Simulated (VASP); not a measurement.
# Ca (I4/mmm) in VASP: further runs

The runs below take Ca through single point, with r2SCAN.

Program: VASP 6.6.1. These are calculated values, not measurements. Logs are shortened: lines on timing, memory, paths and dates and some standing lists are left out, and cuts for length are marked.

## Step 1: The cell of the first run

The structure is tetragonal, space group I4/mmm (No. 139). Conventional cell: a = 3.952 Å, b = 3.952 Å, c = 5.449 Å, α = 90.00°, β = 90.00°, γ = 90.00°. Ca (site symmetry 4/mmm) has 12 Ca at 3.90 to 3.95 Å within 5.1 Å.

## Step 2: Single point, r2SCAN (strain -0.0250 x Voigt [1, 0, 0, 0, 0, 0])

Input file POSCAR:

```
Ca
1.0
    0.0000000000      2.7942000000      2.7942000000
    2.7243450000      0.0000000000      2.7942000000
    2.7243450000      2.7942000000      0.0000000000
Ca
1
Direct
    0.0000000000      0.0000000000      0.0000000000
```

Input file INCAR.step1:

```
PREC = Accurate
ENCUT = 520
ISMEAR = 0
SIGMA = 0.15
LREAL = F
LASPH = T
NELM = 100
NBANDS = 11
GGA = PE
ALGO = Normal
EDIFF = 1E-4
LWAVE = T
LCHARG = F
```

Input file INCAR.step2:

```
PREC = Accurate
ENCUT = 520
EDIFF = 1E-6
ISMEAR = 0
SIGMA = 0.15
LREAL = F
LASPH = T
NELM = 100
ALGO = Normal
ISIF = 2
LWAVE = F
LCHARG = F
METAGGA = R2SCAN
LMIXTAU = T
NBANDS = 11
ISTART = 1
```

Input file KPOINTS:

```
Automatic mesh
0
Gamma
  14 14 14
```

Potentials or basis: VASP PAW PBE potentials, release 64 (Ca_sv).

Started as:

```
> cat potpaw_PBE.64/Ca_sv/POTCAR > POTCAR
> cp INCAR.step1 INCAR
> mpirun -np 1 vasp_std > vasp.out
> cp INCAR.step2 INCAR
> mpirun -np 1 vasp_std > vasp.out
```

OUTCAR:

```text
PREC = Accurate
   ENCUT = 520
   EDIFF = 1E-6
   ISMEAR = 0
   LREAL = F
   LASPH = T
   NELM = 100
   ISIF = 2
   METAGGA = R2SCAN
   ISTART = 1

 ion  position               nearest neighbor table
   1  0.000  0.000  0.000-

  LATTYP: Found a body centered tetragonal cell.
 ALAT       =     3.9515955360
 C/A-ratio  =     1.3788582233

  Lattice vectors:

 A1 = (  -2.7243450000,   0.0000000000,  -2.7942000000)
 A2 = (  -2.7243450000,   0.0000000000,   2.7942000000)
 A3 = (   2.7243450000,   2.7942000000,   0.0000000000)

Analysis of symmetry for initial positions (statically):
=====================================================================
 Subroutine PRICEL returns:
 Original cell was already a primitive cell.

 Routine SETGRP: Setting up the symmetry group for a
 body centered tetragonal supercell.

 Subroutine GETGRP returns: Found 16 space group operations
 (whereof 16 operations were pure point group operations)
 out of a pool of 16 trial point group operations.

The static configuration has the point symmetry D_4h.

Analysis of symmetry for dynamics (positions and initial velocities):
=====================================================================
 Subroutine PRICEL returns:
 Original cell was already a primitive cell.

 Routine SETGRP: Setting up the symmetry group for a
 body centered tetragonal supercell.

 Subroutine GETGRP returns: Found 16 space group operations
 (whereof 16 operations were pure point group operations)
 out of a pool of 16 trial point group operations.

The dynamic configuration has the point symmetry D_4h.

 Subroutine INISYM returns: Found 16 space group operations
 (whereof 16 operations are pure point group operations),
 and found     1 'primitive' translations

----------------------------------------------------------------------------------------

                                     Primitive cell

  volume of cell :      42.5409

  direct lattice vectors                    reciprocal lattice vectors
     0.000000000  2.794200000  2.794200000    -0.183530353  0.178942094  0.178942094
     2.724345000  0.000000000  2.794200000     0.183530353 -0.178942094  0.178942094
     2.724345000  2.794200000  0.000000000     0.183530353  0.178942094 -0.178942094

  length of vectors
     3.951595536  3.902513205  3.902513205     0.312608280  0.312608280  0.312608280

  position of ions in fractional coordinates (direct lattice)
     0.000000000  0.000000000  0.000000000

  ion indices of the primitive-cell ions
   primitive index   ion index
                 1           1

----------------------------------------------------------------------------------------

 KPOINTS: Automatic mesh

Automatic generation of k-mesh.
 Grid dimensions read from file:
 generate k-points for:   14   14   14

 Generating k-lattice:

  Cartesian coordinates                     Fractional coordinates (reciprocal lattice)
    -0.013109311  0.012781578  0.012781578     0.071428571  0.000000000  0.000000000
     0.013109311 -0.012781578  0.012781578     0.000000000  0.071428571  0.000000000
     0.013109311  0.012781578 -0.012781578     0.000000000  0.000000000  0.071428571

  Length of vectors
     0.022329163  0.022329163  0.022329163

  Shift w.r.t. Gamma in fractional coordinates (k-lattice)
     0.000000000  0.000000000  0.000000000

 Subroutine IBZKPT returns following result:
 ===========================================

 Found    244 irreducible k-points:

 Following reciprocal coordinates:
            Coordinates               Weight
  0.000000  0.000000  0.000000      1.000000
  0.071429 -0.000000 -0.000000      8.000000
  0.142857 -0.000000 -0.000000      8.000000
  0.214286 -0.000000 -0.000000      8.000000
  0.285714 -0.000000 -0.000000      8.000000
  0.357143 -0.000000 -0.000000      8.000000
[... 16 lines left out ...]
  0.214286  0.142857 -0.000000     16.000000
  0.285714  0.142857 -0.000000     16.000000
 [... further k-points ...]
   k-points           NKPTS =    244   k-points in BZ     NKDIM =    244   number of bands    NBANDS=     11
   number of dos      NEDOS =    301   number of ions     NIONS =      1
   total plane-waves  NPLWV =  27000
   dimension x,y,z NGX =    30 NGY =   30 NGZ =   30
   dimension x,y,z NGXF=    60 NGYF=   60 NGZF=   60
   ions per type =               1
   NGX,Y,Z   is equivalent  to a cutoff of  12.62, 12.78, 12.78 a.u.
   NGXF,Y,Z  is equivalent  to a cutoff of  25.24, 25.56, 25.56 a.u.
 SYSTEM =  unknown system
   PREC   = accura    normal or accurate (medium, high low for compatibility)
   ISTART =      1    job   : 0-new  1-cont  2-samecut
   ICHARG =      0    charge: 1-file 2-atom 10-const
   ISPIN  =      1    spin polarized calculation?
   LNONCOLLINEAR =      F non collinear calculations
   LSORBIT =      F    spin-orbit coupling
   LASPH  =      T    aspherical Exc in radial PAW
   ENCUT  =  520.0 eV  38.22 Ry    6.18 a.u.   7.35  7.26  7.26*2*pi/ulx,y,z
   NELM   =    100;   NELMIN=  2; NELMDL=  0     # of ELM steps
   EDIFF  = 0.1E-05   stopping-criterion for ELM
   LREAL  =      F    real-space projection
[... 7 lines left out ...]
   TEBEG  =    0.0;   TEEND  =   0.0 temperature during run
   PSTRESS=    0.0 pullay stress
   NELECT =      10.0000    total number of electrons
   NUPDOWN=      -1.0000    fix difference up-down
   EMIN   =  10.00;   EMAX   =-10.00  energy-range for DOS
   EFERMI =   0.00;   METHOD = LEGACY
   ISMEAR =     0;   SIGMA  =   0.15  broadening in eV -4-tet -1-fermi 0-gaus
   EFERMI_NEDOS =   21; number of points for ismear=-14 and -15
   IALGO  =     38    algorithm
   IMIX   =      4    mixing-type and parameters
     AMIX     =   0.40;   BMIX     =  1.00
     AMIX_MAG =   1.60;   BMIX_MAG =  1.00
  volume/ion in A,a.u.               =      42.54       287.08
  Fermi-wavevector in a.u.,A,eV,Ry     =   1.010351  1.909287 13.888964  1.020810
  Thomas-Fermi vector in A             =   2.143335
   LORBIT       =      0    0 simple, 1 ext, 2 COOP (PROOUT), +10 PAW based schemes
   METAGGA = R2SCAN    functional components
   LHFCALC =     F    Hartree Fock is set to
   AEXX    =    0.0000 exact exchange contribution
   IVDW    =     0    specifies the selected vdW correction
   LEPSILON=     F    determine dielectric tensor
   LRPA    =     F    only Hartree local field effects (RPA)
 non-spin polarized calculation
 Gauss-broadening in eV      SIGMA  =   0.15
  energy-cutoff  :      520.00
  volume of cell :       42.54
 maximum number of plane-waves:      1170
 NGX is ok and might be reduce to    30
   NGX = 15   NGY = 15   NGZ = 15

 number of electron       9.9999998 magnetization

 Free energy of the ion-electron system (eV)
  ---------------------------------------------------
  ext. energy  EPLUGINS =         0.00000000
  ---------------------------------------------------
  free energy    TOTEN  =        -7.03759204 eV

  energy without entropy =       -7.02440485  energy(sigma->0) =       -7.03099845

 E-fermi :   1.9639     XC(G=0):  -8.1933

 val. band max:        1.9619840240   @ k =  -0.2857   0.3571   0.3571
 cond. band min:       1.9640071248   @ k =  -0.4286   0.0714   0.0000
 fundamental gap:      0.0020231009
 Fermi energy:         1.9639342099

 k-point     1 :       0.0000    0.0000    0.0000
  band No.  band energies     occupation
      1     -41.8296      2.00000
      2     -21.8593      2.00000
      3     -21.8593      2.00000
      4     -21.8577      2.00000
      5      -2.3083      2.00000
      6       4.6265      0.00000
      7       4.6265      0.00000
      8       4.7405      0.00000
      9       5.7058      0.00000
     10       5.8532      0.00000
     11      11.5401      0.00000

 k-point     2 :       0.0714   -0.0000   -0.0000
  band No.  band energies     occupation
      1     -41.8289      2.00000
      2     -21.8660      2.00000
      3     -21.8604      2.00000
      4     -21.8590      2.00000
      5      -2.2164      2.00000
      6       4.5436      0.00000
      7       4.6605      0.00000
      8       4.7505      0.00000
      9       5.6765      0.00000
     10       5.8180      0.00000
     11      11.6496      0.00000

 k-point     3 :       0.1429   -0.0000   -0.0000
  band No.  band energies     occupation
      1     -41.8270      2.00000
      2     -21.8860      2.00000
      3     -21.8635      2.00000
      4     -21.8614      2.00000
      5      -1.9449      2.00000
      6       4.2597      0.00000
      7       4.7336      0.00000
      8       4.8234      0.00000
      9       5.6294      0.00000
     10       5.7486      0.00000
     11      11.5375      0.00000

 k-point     4 :       0.2143   -0.0000   -0.0000
  band No.  band energies     occupation
      1     -41.8242      2.00000
      2     -21.9148      2.00000
      3     -21.8679      2.00000
      4     -21.8648      2.00000
      5      -1.5071      2.00000
      6       3.8445      0.00000
      7       4.7580      0.00000
      8       4.8721      0.00000
      9       5.6771      0.00000
     10       5.7503      0.00000
     11      10.4215      0.00000

 k-point     5 :       0.2857   -0.0000   -0.0000
  band No.  band energies     occupation
      1     -41.8211      2.00000
      2     -21.9465      2.00000
      3     -21.8728      2.00000
      4     -21.8685      2.00000
      5      -0.9260      2.00000
      6       3.3484      0.00000
      7       4.6815      0.00000
      8       4.8193      0.00000
      9       5.8857      0.00000
     10       5.9085      0.00000
     11       9.3441      0.00000
[... 211 lines left out ...]
 k-point    21 :      -0.0714    0.0714    0.0000
  band No.  band energies     occupation
      1     -41.8278      2.00000
      2     -21.8761      2.00000
      3     -21.8644      2.00000
      4     -21.8596      2.00000
      5      -2.0626      2.00000
      6       4.4008      0.00000
      7       4.6938      0.00000
      8       4.7899      0.00000
      9       5.6284      0.00000
     10       5.7817      0.00000
     11      11.7758      0.00000

 k-point    22 :       0.1429    0.1429    0.0000
  band No.  band energies     occupation
      1     -41.8262      2.00000
      2     -21.8855      2.00000
      3     -21.8679      2.00000
      4     -21.8678      2.00000
      5      -1.8336      2.00000
      6       4.1634      0.00000
      7       4.8313      0.00000
      8       4.9174      0.00000
      9       5.2493      0.00000
     10       5.9339      0.00000
     11      12.0860      0.00000

 k-point    23 :       0.2143    0.1429   -0.0000
  band No.  band energies     occupation
      1     -41.8242      2.00000
      2     -21.9038      2.00000
      3     -21.8724      2.00000
      4     -21.8718      2.00000
      5      -1.5168      2.00000
      6       3.9153      0.00000
      7       4.8240      0.00000
      8       4.9768      0.00000
      9       5.1843      0.00000
     10       5.9891      0.00000
     11      11.4417      0.00000

 k-point    24 :       0.2857    0.1429   -0.0000
  band No.  band energies     occupation
      1     -41.8215      2.00000
      2     -21.9292      2.00000
      3     -21.8773      2.00000
      4     -21.8766      2.00000
      5      -1.0437      2.00000
      6       3.5814      0.00000
      7       4.5547      0.00000
      8       5.0091      0.00000
      9       5.4341      0.00000
     10       6.1028      0.00000
     11      10.2175      0.00000

 [... further k-points ...]

------------------------ aborting loop because EDIFF is reached ----------------------------------------

  FORCE on cell =-STRESS in cart. coord.  units (eV):
  Direction    XX          YY          ZZ          XY          YZ          ZX
  --------------------------------------------------------------------------------------
  -------------------------------------------------------------------------------------
  Total        0.1118327      0.0671945      0.0671945      0.0000000      0.0000000      0.0000000
  in kB        4.2118460      2.5306800      2.5306800      0.0000000      0.0000000      0.0000000
  external PRESSURE =       3.0910686 kB  Pullay stress =       0.0000000 kB

 VOLUME and BASIS-vectors are now :
 -----------------------------------------------------------------------------
  energy-cutoff  :      520.00
  volume of cell :       42.54
      direct lattice vectors                 reciprocal lattice vectors
     0.000000000  2.794200000  2.794200000    -0.183530353  0.178942094  0.178942094
     2.724345000  0.000000000  2.794200000     0.183530353 -0.178942094  0.178942094
     2.724345000  2.794200000  0.000000000     0.183530353  0.178942094 -0.178942094

 POSITION                                       TOTAL-FORCE (eV/Angst)
 -----------------------------------------------------------------------------------
      0.00000      0.00000      0.00000         0.000000     -0.000000     -0.000000
 -----------------------------------------------------------------------------------
    total drift:                               -0.000000     -0.000000      0.000000

  FREE ENERGIE OF THE ION-ELECTRON SYSTEM (eV)
  ---------------------------------------------------
  free  energy   TOTEN  =        -7.0375920414 eV

  energy  without entropy=       -7.0244048493  energy(sigma->0) =       -7.03099845
```

Wall time 7.3 min (1 thread of Intel Xeon Platinum 8259CL at 2.50GHz (Skylake/Cascade Lake), shared host); peak memory 0.25 GiB.

What came out:

- Free energy: -7.0376 eV
- Pressure: 0.3 GPa
- Band gap on the k mesh: zero (bands 5 and 6 overlap by 0.51 eV)

Caveat: the cell differs from its parent crystal (strain -0.0250 x Voigt [1, 0, 0, 0, 0, 0]); the PAW data sets were made with another functional, which shifts forces and pressure a little.

## Step 3: Single point, r2SCAN (strain +0.0250 x Voigt [1, 0, 0, 0, 0, 0])

Input file POSCAR:

```
Ca
1.0
    0.0000000000      2.7942000000      2.7942000000
    2.8640550000      0.0000000000      2.7942000000
    2.8640550000      2.7942000000      0.0000000000
Ca
1
Direct
    0.0000000000      0.0000000000      0.0000000000
```

Input file INCAR.step1:

```
PREC     = Accurate       # precision mode
ENCUT    = 520            # plane-wave cutoff, eV
ISMEAR   = 0              # smearing method
SIGMA    = 0.15           # smearing width, eV
LREAL    = False          # projectors in reciprocal space
LASPH    = True           # aspherical terms in the spheres
NELM     = 80             # most SCF steps
NBANDS   = 11             # bands
GGA      = PE             # functional
ALGO     = Normal         # electronic algorithm
EDIFF    = 1E-4           # SCF threshold, eV
LWAVE    = True           # write WAVECAR
LCHARG   = False          # write CHGCAR
```

Input file INCAR.step2:

```
PREC     = Accurate       # precision mode
ENCUT    = 520            # plane-wave cutoff, eV
EDIFF    = 1E-6           # SCF threshold, eV
ISMEAR   = 0              # smearing method
SIGMA    = 0.15           # smearing width, eV
LREAL    = False          # projectors in reciprocal space
LASPH    = True           # aspherical terms in the spheres
NELM     = 80             # most SCF steps
ALGO     = Normal         # electronic algorithm
ISIF     = 2              # what is computed and relaxed
LWAVE    = False          # write WAVECAR
LCHARG   = False          # write CHGCAR
METAGGA  = R2SCAN         # meta-GGA
LMIXTAU  = True         
NBANDS   = 11             # bands
ISTART   = 1
```

KPOINTS is that of step 2.

Potentials or basis: VASP PAW PBE potentials, release 64 (Ca_sv).

Started as:

```
> cat potpaw_PBE.64/Ca_sv/POTCAR > POTCAR
> cp INCAR.step1 INCAR
> mpirun -np 1 vasp_std > vasp.out
> cp INCAR.step2 INCAR
> mpirun -np 1 vasp_std > vasp.out
```

Wall time 8.6 min (1 thread of Intel Xeon Platinum 8259CL at 2.50GHz (Skylake/Cascade Lake), shared host); peak memory 0.26 GiB.

It converged, with:

```yaml
Free_energy: -7.0364 eV
Pressure: -0.6 GPa
Band_gap_on_the_k_mesh: zero (bands 5 and 6 overlap by 0.58 eV)
```

Stress tensor (GPa, compression positive):
```
-0.71  0.00  0.00
 0.00 -0.49  0.00
 0.00  0.00 -0.49
```

Levels at points of the mesh, in eV from the Fermi level:
```tsv
k point	band 1	band 2	band 3	band 4	band 5	band 6	band 7	band 8	band 9	band 10
(0.00, 0.00, 0.00)	-43.92	-23.95	-23.95	-23.95	-4.18	2.55	2.66	2.66	3.61	3.75
(0.50, 0.00, 0.00)	-43.91	-24.07	-23.97	-23.97	-0.93	-0.32	2.42	2.56	4.33	4.38
(0.50, 0.50, 0.00)	-43.90	-24.06	-24.00	-23.99	-0.32	0.77	0.92	4.34	4.49	4.58
(0.00, 0.50, 0.50)	-43.90	-24.06	-23.99	-23.99	-0.40	0.67	0.83	4.35	4.53	4.53
```

Caveat: the cell differs from its parent crystal (strain +0.0250 x Voigt [1, 0, 0, 0, 0, 0]); the PAW data sets were made with another functional, which shifts forces and pressure a little.

## Step 4: Single point, r2SCAN (strain +0.0500 x Voigt [1, 0, 0, 0, 0, 0])

Input file POSCAR:

```
Ca
1.0
    0.0000000000      2.7942000000      2.7942000000
    2.9339100000      0.0000000000      2.7942000000
    2.9339100000      2.7942000000      0.0000000000
Ca
1
Direct
    0.0000000000      0.0000000000      0.0000000000
```

Input file INCAR.step1:

```
ALGO = Normal ; EDIFF = 1E-4
ENCUT = 520 ; GGA = PE
ISMEAR = 0 ; LASPH = True
LCHARG = False ; LREAL = False
LWAVE = True ; NBANDS = 11
NELM = 80 ; PREC = Accurate
SIGMA = 0.15
```

Input file INCAR.step2:

```
ALGO = Normal ; EDIFF = 1E-6
ENCUT = 520 ; ISIF = 2
ISMEAR = 0 ; ISTART = 1
LASPH = True ; LCHARG = False
LMIXTAU = True ; LREAL = False
LWAVE = False ; METAGGA = R2SCAN
NBANDS = 11 ; NELM = 80
PREC = Accurate ; SIGMA = 0.15
```

Input file KPOINTS:

```
k-points
0
Gamma
  14 14 14
```

Started as:

```
> cat potpaw_PBE.64/Ca_sv/POTCAR > POTCAR
> cp INCAR.step1 INCAR
> mpirun -np 1 vasp_std > vasp.out
> cp INCAR.step2 INCAR
> mpirun -np 1 vasp_std > vasp.out
```

Run time: 6.8 min. Hardware: 1 thread of Intel Xeon Platinum 8259CL at 2.50GHz (Skylake/Cascade Lake), shared host; peak memory 0.26 GiB.

Results (log left out):

```
Free energy            : -7.0302 eV
Pressure               : -0.9 GPa
Band gap on the k mesh : zero (bands 5 and 6 overlap by 0.62 eV)
```

Stress tensor (GPa, compression positive):
```
-1.25  0.00  0.00
 0.00 -0.78  0.00
 0.00  0.00 -0.78
```

Levels at points of the mesh, in eV from the Fermi level:
| k point | band 2 | band 3 | band 4 | band 5 | band 6 | band 7 | band 8 | band 9 |
| --- | --- | --- | --- | --- | --- | --- | --- | --- |
| (0.00, 0.00, 0.00) | -24.02 | -24.02 | -24.02 | -4.14 | 2.45 | 2.67 | 2.67 | 3.47 |
| (0.50, 0.00, 0.00) | -24.13 | -24.04 | -24.03 | -0.92 | -0.34 | 2.33 | 2.59 | 4.22 |
| (0.50, 0.50, 0.00) | -24.12 | -24.07 | -24.05 | -0.28 | 0.77 | 0.96 | 4.23 | 4.35 |
| (0.00, 0.50, 0.50) | -24.12 | -24.05 | -24.05 | -0.44 | 0.49 | 0.87 | 4.27 | 4.44 |

Caveat: the cell differs from its parent crystal (strain +0.0500 x Voigt [1, 0, 0, 0, 0, 0]); the PAW data sets were made with another functional, which shifts forces and pressure a little.

## Step 5: The runs side by side

```tsv
cell	gap on the mesh (eV)	pressure (GPa)
a = 3.952, b = 3.903, c = 3.903 Å, angles 60.8, 59.6, 59.6°, 1 atom	none	0.3
a = 3.952, b = 4.001, c = 4.001 Å, angles 59.2, 60.4, 60.4°, 1 atom	none	-0.6
a = 3.952, b = 4.052, c = 4.052 Å, angles 58.4, 60.8, 60.8°, 1 atom	none	-0.9
```

Alike in all rows: task single point; level r2SCAN; potentials or basis VASP PAW PBE potentials, release 64 (Ca_sv); no spin polarisation; k mesh 14 × 14 × 14; cutoff (eV) 520; smearing gaussian 0.15 eV.

Caveats: the PAW data sets were made with another functional, which shifts forces and pressure a little.

Absolute energies hang on the potentials; compare differences alone.
